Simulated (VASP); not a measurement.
Input of a VASP 6.6.1 run:

INCAR

```
PREC     = Accurate       # precision mode
ENCUT    = 600            # plane-wave cutoff, eV
EDIFF    = 1E-6           # SCF threshold, eV
ISMEAR   = -1             # smearing method
SIGMA    = 0.05           # smearing width, eV
LREAL    = F              # projectors in reciprocal space
LASPH    = T              # aspherical terms in the spheres
NELM     = 60             # most SCF steps
ALGO     = Normal         # electronic algorithm
ISIF     = 3              # what is computed and relaxed
LWAVE    = F              # write WAVECAR
LCHARG   = F              # write CHGCAR
GGA      = PE             # functional
IBRION   = 2              # ionic algorithm
NSW      = 80             # ionic steps
EDIFFG   = -0.02          # ionic threshold
PSTRESS  = 400.0
```

Contents of KPOINTS:

```
Automatic mesh
0
Gamma
  10 10 10
```

File POSCAR:

```
Ir
1.0
    2.4900000000      0.0000000000      0.0000000000
    0.0000000000      2.4900000000      0.0000000000
    0.0000000000      0.0000000000      2.4900000000
Ir
1
Direct
    0.0000000000      0.0000000000      0.0000000000
```

Potentials or basis: VASP PAW PBE potentials, release 64 (Ir).

Launch:

```console
$ cat potpaw_PBE.64/Ir/POTCAR > POTCAR
$ mpirun -np 1 vasp_std > vasp.out
```

**Question.** Predict the space group after relaxing (to 0.05 Å).

**Answer.** Pm-3m (No. 221).

**Question.** What does it give for the relaxed cell?

**Answer.** a = 2.472 Å, b = 2.472 Å, c = 2.472 Å, α = 90.00°, β = 90.00°, γ = 90.00°.

Final structure:
```
Ir
1.0
     2.47158    0.00000    0.00000
     0.00000    2.47158    0.00000
     0.00000    0.00000    2.47158
Ir
1
Direct
  0.00000 0.00000 0.00000
```

Caveat: the cell is relaxed towards a set pressure, so the enthalpy falls and the energy may rise.
